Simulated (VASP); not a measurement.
# Pb in VASP: a series of runs, part 2 of 3

VASP 6.6.1.

**3. Single point, PBE**

This run uses another cell than the first one, of the same volume but with other edges.

INCAR

```
PREC     = Accurate       # precision mode
ENCUT    = 520            # plane-wave cutoff, eV
EDIFF    = 1E-6           # SCF threshold, eV
ISMEAR   = 0              # smearing method
SIGMA    = 0.1            # smearing width, eV
LREAL    = F              # projectors in reciprocal space
LASPH    = T              # aspherical terms in the spheres
NELM     = 100            # most SCF steps
ALGO     = Normal         # electronic algorithm
ISIF     = 2              # what is computed and relaxed
LWAVE    = F              # write WAVECAR
LCHARG   = T              # write CHGCAR
GGA      = PE             # functional
LELF     = T              # ELF
LVHAR    = T            
NBANDS   = 36             # bands
```

KPOINTS

```
Automatic mesh
0
Gamma
  6 6 2
```

POSCAR

```
Pb
1.0
    3.1969700156     -1.7346887462      0.6098434907
    3.1969700156      1.7346887462      0.6098434907
   -0.2067200230      0.0000000000     11.5698389286
Pb
4
Direct
    0.1248713423      0.1248713423      0.1247525559
    0.8751286577      0.8751286577      0.8752474441
    0.6251326101      0.6251326101      0.6244403825
    0.3748673899      0.3748673899      0.3755596175
```

Potentials or basis: VASP PAW PBE potentials, release 64 (Pb_d).

Run with:

```
cat potpaw_PBE.64/Pb_d/POTCAR > POTCAR
mpirun -np 1 vasp_std > vasp.out
```

OUTCAR:

```text
PREC = Accurate
   ENCUT = 520
   EDIFF = 1E-6
   ISMEAR = 0
   LREAL = F
   LASPH = T
   NELM = 100
   ISIF = 2
   GGA = PE

 ion  position               nearest neighbor table
   1  0.125  0.125  0.125-   2 3.52   2 3.52   4 3.53   4 3.53   2 3.55   4 3.56
   2  0.875  0.875  0.875-   1 3.52   1 3.52   3 3.53   3 3.53   1 3.55   3 3.56
   3  0.625  0.625  0.624-   4 3.52   4 3.52   2 3.53   2 3.53   4 3.54   2 3.56
   4  0.375  0.375  0.376-   3 3.52   3 3.52   1 3.53   1 3.53   3 3.54   1 3.56

  LATTYP: Found a base centered monoclinic cell.
 ALAT       =     6.5092323246
 B/A-ratio  =     0.5329933423
 C/A-ratio  =     1.7777342938
 COS(beta)  =    -0.1698002234

  Lattice vectors:

 A1 = (  -3.1969700156,   1.7346887462,  -0.6098434907)
 A2 = (  -3.1969700156,  -1.7346887462,  -0.6098434907)
 A3 = (  -0.2067200230,   0.0000000000,  11.5698389286)

Analysis of symmetry for initial positions (statically):
=====================================================================
 Subroutine PRICEL returns:
[... 168 lines left out ...]
  ---------------------------------------------------
  ext. energy  EPLUGINS =         0.00000000
  ---------------------------------------------------
  free energy    TOTEN  =       -14.16349506 eV

  energy without entropy =      -14.15618000  energy(sigma->0) =      -14.15983753

 E-fermi :   6.7440     XC(G=0):  -9.8985

 val. band max:        6.7241488752   @ k =   0.3333   0.3333   0.5000
 cond. band min:       6.7490436581   @ k =  -0.3333   0.1667   0.5000
 fundamental gap:      0.0248947829
 Fermi energy:         6.7439677219

 k-point     1 :       0.0000    0.0000    0.0000
  band No.  band energies     occupation
      1     -10.4642      2.00000
      2     -10.4571      2.00000
      3     -10.4441      2.00000
      4     -10.4432      2.00000
      5     -10.4120      2.00000
      6     -10.3997      2.00000
[... 925 lines left out ...]
     35      10.1129      0.00000
     36      11.9447      0.00000

 [... further k-points ...]
[... 5 lines left out ...]
  --------------------------------------------------------------------------------------
  -------------------------------------------------------------------------------------
  Total       -0.0305479     -0.2175843     -0.3464920      0.0000000      0.0000000      0.0394647
  in kB       -0.3800988     -2.7073411     -4.3113045      0.0000000      0.0000000      0.4910483
  external PRESSURE =      -2.4662481 kB  Pullay stress =       0.0000000 kB

 VOLUME and BASIS-vectors are now :
 -----------------------------------------------------------------------------
  energy-cutoff  :      520.00
  volume of cell :      128.76
      direct lattice vectors                 reciprocal lattice vectors
     3.196970016 -1.734688746  0.609843491     0.155866851 -0.288236147  0.002784896
     3.196970016  1.734688746  0.609843491     0.155866851  0.288236147  0.002784896
    -0.206720023  0.000000000 11.569838929    -0.016431410  0.000000000  0.086138044

 POSITION                                       TOTAL-FORCE (eV/Angst)
 -----------------------------------------------------------------------------------
      0.77263      0.00000      1.59567        -0.002029      0.000000      0.018379
      5.41459      0.00000     11.19385         0.002029      0.000000     -0.018379
      3.86798      0.00000      7.98714        -0.005249      0.000000      0.027189
      2.31924      0.00000      4.80239         0.005249      0.000000     -0.027189
 -----------------------------------------------------------------------------------
    total drift:                                0.000000      0.000000     -0.000000

  FREE ENERGIE OF THE ION-ELECTRON SYSTEM (eV)
  ---------------------------------------------------
  free  energy   TOTEN  =       -14.1634950606 eV

  energy  without entropy=      -14.1561799994  energy(sigma->0) =      -14.15983753
```

OSZICAR:

```text
N       E                     dE             d eps       ncg     rms          rms(c)
DAV:   1     0.680508164572E+03    0.68051E+03   -0.27511E+04  1872   0.186E+03
DAV:   2     0.522763433775E+02   -0.62823E+03   -0.61787E+03  1880   0.497E+02
DAV:   3    -0.113241781622E+02   -0.63601E+02   -0.62584E+02  2232   0.200E+02
DAV:   4    -0.140880057897E+02   -0.27638E+01   -0.27587E+01  2216   0.469E+01
DAV:   5    -0.141979367576E+02   -0.10993E+00   -0.10993E+00  2308   0.826E+00    0.963E-01
DAV:   6    -0.141704412918E+02    0.27495E-01   -0.87399E-02  2760   0.260E+00    0.499E-01
DAV:   7    -0.141634626140E+02    0.69787E-02   -0.33088E-02  2356   0.189E+00    0.181E-01
DAV:   8    -0.141636895162E+02   -0.22690E-03   -0.42429E-03  2256   0.829E-01    0.638E-02
DAV:   9    -0.141635137827E+02    0.17573E-03   -0.42965E-04  2244   0.284E-01    0.171E-02
DAV:  10    -0.141635039454E+02    0.98373E-05   -0.39505E-05  2440   0.670E-02    0.897E-03
DAV:  11    -0.141634963620E+02    0.75834E-05   -0.45690E-06  1948   0.303E-02    0.179E-03
DAV:  12    -0.141634950066E+02    0.13554E-05   -0.10520E-06  1072   0.122E-02    0.533E-04
DAV:  13    -0.141634950606E+02   -0.53972E-07   -0.16875E-07  1056   0.455E-03
   1 F= -.14163495E+02 E0= -.14159838E+02  d E =-.731506E-02
```

stdout:

```text
POSCAR found type information on POSCAR Pb
 POSCAR found :  1 types and       4 ions
 scaLAPACK will be used
 LDA part: xc-table for (Slater+PW92), standard interpolation
 POSCAR, INCAR and KPOINTS ok, starting setup
 FFT: planning ... GRIDC
 FFT: planning ... GRID_SOFT
 FFT: planning ... GRID
 WAVECAR not read
 entering main loop
```

Run time: 51 s. Hardware: 1 thread of AMD EPYC 9R45 (Zen 5), shared host; peak memory 0.25 GiB.

Results:

```yaml
Free_energy: -14.1635 eV
Pressure: -0.2 GPa
Largest_force: 0.028 eV/Å
Band_gap_on_the_k_mesh: zero (band 28 reaches 11.07 eV, above the bottom of band 29 at 5.04 eV)
```

Forces in eV/Å, atoms in the order of the input:
```
Pb  -0.002  0.000  0.018
Pb   0.002  0.000 -0.018
Pb  -0.005  0.000  0.027
Pb   0.005  0.000 -0.027
```

Caveat: spin-orbit coupling is left out, which moves the levels of the heavy elements.

**4. Single point, PBE**

This run uses another cell than the first one, of 36.08 Å³/atom, 1.120 times its volume.

INCAR

```
  ALGO = Normal
  EDIFF = 1E-6
  ENCUT = 520
  GGA = PE
  ISIF = 2
  ISMEAR = 0
  LASPH = T
  LCHARG = T
  LELF = T
  LREAL = F
  LVHAR = T
  LWAVE = F
  NBANDS = 36
  NELM = 100
  PREC = Accurate
  SIGMA = 0.1
```

KPOINTS

```
k-points
0
Gamma
  6 6 2
```

POSCAR

```
Pb
1.0
    3.6020543182     -2.1481342116      0.0000000000
    3.6020543182      2.1481342116      0.0000000000
   -2.0119241649      0.0000000000      9.3260722861
Pb
4
Direct
    0.0504000000      0.0504000000      0.0996000000
    0.9496000000      0.9496000000      0.9004000000
    0.5050000000      0.5050000000      0.6000000000
    0.4950000000      0.4950000000      0.4000000000
```

Potentials or basis: VASP PAW PBE potentials, release 64 (Pb_d).

Run with:

```
cat potpaw_PBE.64/Pb_d/POTCAR > POTCAR
mpirun -np 1 vasp_std > vasp.out
```

OUTCAR:

```text
EDIFF = 1E-6
   ENCUT = 520
   GGA = PE
   ISIF = 2
   ISMEAR = 0
   LASPH = T
   LREAL = F
   NELM = 100
   PREC = Accurate

 ion  position               nearest neighbor table
   1  0.050  0.050  0.100-   2 1.89   4 3.67   4 3.67   4 3.82
   2  0.950  0.950  0.900-   1 1.89   3 3.67   3 3.67   3 3.82
   3  0.505  0.505  0.600-   4 1.89   2 3.67   2 3.67   2 3.82
   4  0.495  0.495  0.400-   3 1.89   1 3.67   1 3.67   1 3.82

 -----------------------------------------------------------------------------
|                                                                             |
|           W    W    AA    RRRRR   N    N  II  N    N   GGGG   !!!           |
|           W    W   A  A   R    R  NN   N  II  NN   N  G    G  !!!           |
|           W    W  A    A  R    R  N N  N  II  N N  N  G       !!!           |
|           W WW W  AAAAAA  RRRRR   N  N N  II  N  N N  G  GGG   !            |
|           WW  WW  A    A  R   R   N   NN  II  N   NN  G    G                |
|           W    W  A    A  R    R  N    N  II  N    N   GGGG   !!!           |
|                                                                             |
|     The distance between some ions is very small. Please check the          |
|     nearest-neighbor list in the OUTCAR file.                               |
|     I HOPE YOU KNOW WHAT YOU ARE DOING!                                     |
|                                                                             |
 -----------------------------------------------------------------------------

  LATTYP: Found a base centered monoclinic cell.
 ALAT       =     7.2041086364
 B/A-ratio  =     0.5963636364
 C/A-ratio  =     1.3243306311
 COS(beta)  =    -0.2108797750

  Lattice vectors:

 A1 = (   3.6020543182,  -2.1481342116,   0.0000000000)
 A2 = (   3.6020543182,   2.1481342116,   0.0000000000)
 A3 = (  -2.0119241649,   0.0000000000,   9.3260722861)

Analysis of symmetry for initial positions (statically):
=====================================================================
 Subroutine PRICEL returns:
 Original cell was already a primitive cell.

 Routine SETGRP: Setting up the symmetry group for a
 base centered monoclinic supercell.

 Subroutine GETGRP returns: Found  4 space group operations
 (whereof  4 operations were pure point group operations)
 out of a pool of  4 trial point group operations.

The static configuration has the point symmetry C_2h.

Analysis of symmetry for dynamics (positions and initial velocities):
=====================================================================
 Subroutine PRICEL returns:
 Original cell was already a primitive cell.

 Routine SETGRP: Setting up the symmetry group for a
 base centered monoclinic supercell.

 Subroutine GETGRP returns: Found  4 space group operations
 (whereof  4 operations were pure point group operations)
 out of a pool of  4 trial point group operations.

The dynamic configuration has the point symmetry C_2h.

 Subroutine INISYM returns: Found  4 space group operations
 (whereof  4 operations are pure point group operations),
 and found     1 'primitive' translations

----------------------------------------------------------------------------------------

                                     Primitive cell

  volume of cell :     144.3246
[... 44 lines left out ...]
 ===========================================

 Found     26 irreducible k-points:

 Following reciprocal coordinates:
            Coordinates               Weight
  0.000000  0.000000  0.000000      1.000000
  0.166667  0.000000  0.000000      4.000000
  0.333333  0.000000  0.000000      4.000000
  0.500000  0.000000  0.000000      2.000000
  0.166667  0.166667  0.000000      2.000000
  0.333333  0.166667  0.000000      4.000000
[... 16 lines left out ...]
  0.333333  0.333333  0.500000      2.000000
  0.500000  0.333333  0.500000      4.000000
 [... further k-points ...]
   k-points           NKPTS =     26   k-points in BZ     NKDIM =     26   number of bands    NBANDS=     36
   number of dos      NEDOS =    301   number of ions     NIONS =      4
   total plane-waves  NPLWV =  73728
   dimension x,y,z NGX =    32 NGY =   32 NGZ =   72
   dimension x,y,z NGXF=    64 NGYF=   64 NGZF=  144
   ions per type =               4
   NGX,Y,Z   is equivalent  to a cutoff of  12.68, 12.68, 12.55 a.u.
   NGXF,Y,Z  is equivalent  to a cutoff of  25.37, 25.37, 25.09 a.u.
 SYSTEM =  unknown system
   PREC   = accura    normal or accurate (medium, high low for compatibility)
   ISTART =      0    job   : 0-new  1-cont  2-samecut
   ICHARG =      2    charge: 1-file 2-atom 10-const
   ISPIN  =      1    spin polarized calculation?
   LNONCOLLINEAR =      F non collinear calculations
   LSORBIT =      F    spin-orbit coupling
   LASPH  =      T    aspherical Exc in radial PAW
   ENCUT  =  520.0 eV  38.22 Ry    6.18 a.u.   7.80  7.80 17.74*2*pi/ulx,y,z
   NELM   =    100;   NELMIN=  2; NELMDL= -5     # of ELM steps
   EDIFF  = 0.1E-05   stopping-criterion for ELM
   LREAL  =      F    real-space projection
   EDIFFG = 0.1E-04   stopping-criterion for IOM
   NSW    =      0    number of steps for IOM
   IBRION =     -1    ionic relax: 0-MD 1-quasi-New 2-CG
   NFREE  =      0    steps in history (QN), initial steepest desc. (CG)
   ISIF   =      2    stress and relaxation
   ISYM   =      2    0-nonsym 1-usesym 2-fastsym
   POTIM  = 0.5000    time-step for ionic-motion
   TEBEG  =    0.0;   TEEND  =   0.0 temperature during run
   PSTRESS=    0.0 pullay stress
   NELECT =      56.0000    total number of electrons
   NUPDOWN=      -1.0000    fix difference up-down
   EMIN   =  10.00;   EMAX   =-10.00  energy-range for DOS
   EFERMI =   0.00;   METHOD = LEGACY
   ISMEAR =     0;   SIGMA  =   0.10  broadening in eV -4-tet -1-fermi 0-gaus
   EFERMI_NEDOS =   21; number of points for ismear=-14 and -15
   IALGO  =     38    algorithm
   IMIX   =      4    mixing-type and parameters
     AMIX     =   0.40;   BMIX     =  1.00
     AMIX_MAG =   1.60;   BMIX_MAG =  1.00
  volume/ion in A,a.u.               =      36.08       243.49
  Fermi-wavevector in a.u.,A,eV,Ry     =   1.194054  2.256435 19.398715  1.425765
  Thomas-Fermi vector in A             =   2.330054
   LORBIT       =      0    0 simple, 1 ext, 2 COOP (PROOUT), +10 PAW based schemes
   GGA     = PE    functional components
   LHFCALC =     F    Hartree Fock is set to
   AEXX    =    0.0000 exact exchange contribution
   IVDW    =     0    specifies the selected vdW correction
   LEPSILON=     F    determine dielectric tensor
   LRPA    =     F    only Hartree local field effects (RPA)
 non-spin polarized calculation
 Gauss-broadening in eV      SIGMA  =   0.10
  energy-cutoff  :      520.00
  volume of cell :      144.32
 maximum number of plane-waves:      3902
   NGX = 15   NGY = 15   NGZ = 35

 number of electron      56.0000007 magnetization

 Free energy of the ion-electron system (eV)
  ---------------------------------------------------
  ext. energy  EPLUGINS =         0.00000000
  ---------------------------------------------------
  free energy    TOTEN  =        11.97269671 eV

  energy without entropy =       11.98906983  energy(sigma->0) =       11.98088327

 E-fermi :   5.2874     XC(G=0):  -9.0619

 val. band max:        5.2782129250   @ k =   0.3333   0.0000   0.0000
 cond. band min:       5.3107984248   @ k =   0.1667   0.0000   0.0000
 fundamental gap:      0.0325854998
 Fermi energy:         5.2874148600

 k-point     1 :       0.0000    0.0000    0.0000
  band No.  band energies     occupation
      1     -17.8467      2.00000
      2     -17.6989      2.00000
      3     -15.6203      2.00000
      4     -15.6129      2.00000
      5     -15.4829      2.00000
      6     -15.4805      2.00000
[... 925 lines left out ...]
     35      10.8590      0.00000
     36      11.0203      0.00000

 [... further k-points ...]
[... 5 lines left out ...]
  --------------------------------------------------------------------------------------
  -------------------------------------------------------------------------------------
  Total        4.3297920     -0.8665173    151.9847726      0.0000000      0.0000000      0.9866699
  in kB       48.0659107     -9.6193863   1687.2141851      0.0000000      0.0000000     10.9532254
  external PRESSURE =     575.2202365 kB  Pullay stress =       0.0000000 kB

 VOLUME and BASIS-vectors are now :
 -----------------------------------------------------------------------------
  energy-cutoff  :      520.00
  volume of cell :      144.32
      direct lattice vectors                 reciprocal lattice vectors
     3.602054318 -2.148134212  0.000000000     0.138809678 -0.232760131  0.029945569
     3.602054318  2.148134212  0.000000000     0.138809678  0.232760131  0.029945569
    -2.011924165  0.000000000  9.326072286     0.000000000  0.000000000  0.107226276

 POSITION                                       TOTAL-FORCE (eV/Angst)
 -----------------------------------------------------------------------------------
      0.16270      0.00000      0.92888         7.456563      0.000000     42.917497
      5.02949      0.00000      8.39720        -7.456563      0.000000    -42.917497
      2.43092      0.00000      5.59564        -7.463884      0.000000     41.822623
      2.76126      0.00000      3.73043         7.463884      0.000000    -41.822623
 -----------------------------------------------------------------------------------
    total drift:                                0.000000      0.000000      0.000000

  FREE ENERGIE OF THE ION-ELECTRON SYSTEM (eV)
  ---------------------------------------------------
  free  energy   TOTEN  =        11.9726967125 eV

  energy  without entropy=       11.9890698260  energy(sigma->0) =       11.98088327
```

Wall time 71 s (1 thread of AMD EPYC 9R45 (Zen 5), shared host); peak memory 0.27 GiB.

What came out:

* Free energy: 11.9727 eV
* Pressure: 57.5 GPa
* Largest force: 43.560 eV/Å
* Band gap on the k mesh: zero (band 28 reaches 6.43 eV, above the bottom of band 29 at 4.64 eV)

Forces on the atoms (eV/Å):
```
Pb    7.457   0.000  42.917
Pb   -7.457   0.000 -42.917
Pb   -7.464   0.000  41.823
Pb    7.464   0.000 -41.823
```

Levels at points of the mesh, in eV from the Fermi level:
```
           k point  band 26  band 27  band 28  band 29  band 30  band 31
(0.00, 0.00, 0.00)     0.29     0.72     1.14     1.18     3.39     4.29
(0.50, 0.00, 0.00)    -3.47    -0.31    -0.22     0.95     1.14     1.48
(0.50, 0.50, 0.00)    -2.47    -1.10    -1.07    -0.53     0.18     2.74
(0.00, 0.00, 0.50)     0.65     0.70     0.70     1.25     1.26     4.30
(0.50, 0.00, 0.50)    -2.58    -1.02    -0.80    -0.65     0.46     2.91
(0.50, 0.50, 0.50)    -3.40    -0.59    -0.55     0.69     1.06     1.54
```

Caveat: spin-orbit coupling is left out, which moves the levels of the heavy elements; forces of over 1 eV/Å act on the atoms, so gaps and moduli don't describe the material at rest.

(Part 2 of 3 ends here.)
